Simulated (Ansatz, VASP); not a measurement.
## SiC4: VASP beside Ansatz

INCAR

```
PREC = Accurate
ENCUT = 520
EDIFF = 1E-6
ISMEAR = 0
SIGMA = 0.1
LREAL = False
LASPH = True
NELM = 150
ALGO = Normal
ISIF = 2
LWAVE = False
LCHARG = True
ISPIN = 2
MAGMOM = 0 1 1 1 1
LORBIT = 11
GGA = PE
LELF = True
LVHAR = True
NBANDS = 22
```

The input KPOINTS:

```
Automatic mesh
0
Gamma
  8 8 8
```

POSCAR

```
SiC4
1.0
   -1.3293994000      1.3293994000      9.4002733100
    1.3293994000     -1.3293994000      9.4002733100
    1.3293994000      1.3293994000     -9.4002733100
Si C
1 4
Direct
    0.0000000000      0.0000000000      0.0000000000
    0.6000000000      0.6000000000      0.0000000000
    0.2000000000      0.2000000000      0.0000000000
    0.8000000000      0.8000000000      0.0000000000
    0.4000000000      0.4000000000      0.0000000000
```

Input for Ansatz:

```yaml
crystal:
  lattice:
    - [-1.3293994, 1.3293994, 9.40027331]
    - [1.3293994, -1.3293994, 9.40027331]
    - [1.3293994, 1.3293994, -9.40027331]
  atoms:
    - { symbol: Si, position: [0.0, 0.0, 0.0] }
    - { symbol: C, position: [0.6, 0.6, 0.0], spin: 1.0 }
    - { symbol: C, position: [0.2, 0.2, 0.0], spin: 1.0 }
    - { symbol: C, position: [0.8, 0.8, 0.0], spin: 1.0 }
    - { symbol: C, position: [0.4, 0.4, 0.0], spin: 1.0 }
basis:
  ecutwfc: 420
kpoints:
  mp_grid: { grid: [8, 8, 8] }
hamiltonian:
  xc: pbe
scf:
  occupations: { method: gaussian, width: 0.1 }
  lower_state_search: "off"
output:
  forces: true
  stress: true
  eigenvalues: true
  populations: true
magnetization:
  spin_polarized: true
```

Alike in both runs: task single point; functional PBE; k mesh 8 × 8 × 8; occupations gaussian, width 0.1 eV; collinear spin.

|  | VASP | Ansatz |
| --- | --- | --- |
| version | VASP 6.6.1 | Ansatz 0.2.0 |
| potentials or method | VASP PAW PBE potentials, release 64 (Si, C), cutoff 520 eV | scalar-relativistic, plane waves, PAW |
| valence electrons in the cell | 20 | 20 |

VASP gave:

* gap on the k mesh at the Fermi level (eV): none
* pressure (GPa): -25.5
* traceless stress, the component that is largest in VASP (GPa): -2.24
* rms of the force components (eV/Å): 0.079
* net moment per atom (μB): 0.00

Task: What did Ansatz give for the same quantities?

Result: gap on the k mesh at the Fermi level (eV): none; pressure (GPa): -25.5; traceless stress, the component that is largest in VASP (GPa): -2.25; rms of the force components (eV/Å): 0.079; net moment per atom (μB): 0.00.

Atom by atom the forces differ by 0.000 eV/Å (rms over components). A gap of «none» marks a metal or a gap that the smearing closes. Ansatz's warnings: seeded moment not kept.

The k mesh is coarse, so the values compare programs but aren't converged.
